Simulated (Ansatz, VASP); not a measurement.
# Two plane-wave programs on TeO5

Contents of INCAR:

```
SYSTEM = TeO5
ALGO = Normal ; EDIFF = 1E-6
ENCUT = 520 ; GGA = PE
ISIF = 2 ; ISMEAR = 0
LASPH = .TRUE. ; LCHARG = .TRUE.
LELF = .TRUE. ; LREAL = .FALSE.
LVHAR = .TRUE. ; LWAVE = .FALSE.
NBANDS = 27 ; NELM = 60
PREC = Accurate ; SIGMA = 0.1
```

The input KPOINTS:

```
k-points
0
G
  6 6 2
  0 0 0
```

Contents of POSCAR:

```
TeO5
1.0
    2.7148231900      0.0000000000      0.0000000000
    0.0000000000      2.7148231900      0.0000000000
    0.0000000000      0.0000000000     11.4999036200
Te O
1 5
Direct
    0.5000000000      0.5000000000      0.0000000000
    0.5000000000      0.5000000000      0.3344822800
    0.5000000000      0.5000000000      0.6655177200
    0.0000000000      0.0000000000      0.1759868000
    0.0000000000      0.0000000000      0.8240132000
    0.0000000000      0.0000000000      0.5000000000
```

Input for Ansatz:

```yaml
crystal:
  lattice:
    - [2.71482319, 0.0, 0.0]
    - [0.0, 2.71482319, 0.0]
    - [0.0, 0.0, 11.49990362]
  atoms:
    - { symbol: Te, position: [0.5, 0.5, 0.0] }
    - { symbol: O, position: [0.5, 0.5, 0.33448228] }
    - { symbol: O, position: [0.5, 0.5, 0.66551772] }
    - { symbol: O, position: [0.0, 0.0, 0.1759868] }
    - { symbol: O, position: [0.0, 0.0, 0.8240132] }
    - { symbol: O, position: [0.0, 0.0, 0.5] }
basis:
  ecutwfc: 420
kpoints:
  mp_grid: { grid: [6, 6, 2] }
hamiltonian:
  xc: pbe
scf:
  occupations: { method: gaussian, width: 0.1 }
  lower_state_search: "off"
output:
  forces: true
  stress: true
  eigenvalues: true
```

Change from the starting cell: species swapped into the Hf5Pb type (P4/mmm, No. 123).

Alike in both runs: task single point; functional PBE; k mesh 6 × 6 × 2; occupations gaussian, width 0.1 eV; no spin polarisation.

```csv
,VASP,Ansatz
version,VASP 6.6.1,Ansatz 0.2.0
potentials or method,"VASP PAW PBE potentials, release 64 (Te, O), cutoff 520 eV","scalar-relativistic, plane waves, PAW"
valence electrons in the cell,36,46
```

VASP gave:

```
gap on the k mesh at the Fermi level (eV)                     : none
pressure (GPa)                                                : -9.2
traceless stress, the component that is largest in VASP (GPa) : -15.83
rms of the force components (eV/Å)                            : 0.488
```

Problem. Estimate Ansatz's values.

Solution. gap on the k mesh at the Fermi level (eV): none; pressure (GPa): -8.9; traceless stress, the component that is largest in VASP (GPa): -15.84; rms of the force components (eV/Å): 0.489.

Atom by atom the forces differ by 0.001 eV/Å (rms over components). A gap of «none» marks a metal or a gap that the smearing closes. The functional is the same, so the differences come from potentials, cutoffs and numerics. VASP's potentials hold 36 valence electrons a cell and Ansatz's 46, so a difference there can come from the potentials and not from the codes.

The k mesh is coarse, so the values compare programs but aren't converged. Spin-orbit coupling is off throughout.
